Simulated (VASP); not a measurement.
**VSe7: single point with PBE**

Crystal: VSe7.

```
V Se
1.0
     5.58976    0.00000    0.00000
     0.00000    5.58976    0.00000
     0.00000    0.00000    5.58976
V Se
1 7
Cartesian
  0.0000 0.0000 0.0000
  0.0000 2.7949 2.7949
  2.7949 0.0000 2.7949
  2.7949 2.7949 0.0000
  2.7949 0.0000 0.0000
  0.0000 2.7949 0.0000
  0.0000 0.0000 2.7949
  2.7949 2.7949 2.7949
```

The cell was generated, and may not be a known phase.

* Program: VASP 6.6.1
* Task: single point
* Functional: PBE
* Potentials or basis: VASP PAW PBE potentials, release 64 (V_sv, Se)
* Cutoff: 520 eV
* k mesh: 4 × 4 × 4
* Occupations: gaussian, width 0.1 eV
* Spin: collinear spin, ferromagnetic start
* Starting moments: [2.0, 0.0, 0.0, 0.0, 0.0, 0.0, 0.0, 0.0] μB
* Dipole correction: no
* Further INCAR settings: ALGO = Normal; EDIFF = 1e-06; NBANDS = 42

```
Pressure                                              : -0.2 GPa
Net moment                                            : 2.89 μB per cell
Site moments                                          : V +2.65; Se +0.02, -0.06, -0.04 (each value once) μB
Valence electrons inside the program's atomic spheres : V 11.27; Se 3.68, 3.72, 3.69 (each value once)
```

Levels at points of the mesh, in eV from the Fermi level:
Spin up:
```
           k point  band 26  band 27  band 28  band 29  band 30  band 31  band 32  band 33
(0.00, 0.00, 0.00)    -1.10    -0.10    -0.10     1.24     1.74     1.74     1.74     2.82
(0.50, 0.00, 0.00)    -0.83    -0.67    -0.67    -0.59    -0.06     0.30     2.07     2.07
(0.50, 0.50, 0.00)    -1.36    -1.35    -1.11    -1.11    -0.67    -0.67     0.08     0.22
(0.50, 0.50, 0.50)    -2.18    -2.18    -2.18    -2.13    -2.13    -2.13    -2.04     0.09
```
Spin down:
```
           k point  band 23  band 24  band 25  band 26  band 27  band 28  band 29  band 30
(0.00, 0.00, 0.00)    -2.46     1.08     1.08     1.08     1.54     1.54     1.74     1.74
(0.50, 0.00, 0.00)    -2.00    -1.94    -0.84    -0.54     1.24     1.57     1.75     1.75
(0.50, 0.50, 0.00)    -2.37    -1.85    -1.75    -1.39    -1.11    -1.11    -1.09     1.68
(0.50, 0.50, 0.50)    -2.38    -2.34    -2.34    -2.16    -2.16    -2.16    -2.12    -2.12
```

Run time: 2.7 min on 1 thread of Intel(R) Xeon(R) Platinum 8259CL CPU @ 2.50GHz (Skylake/Cascade Lake) (shared host), peak memory 0.37 GiB.

With open d or f shells a metallic result of PBE can be an artefact of self-interaction; +U or a hybrid may open a gap.
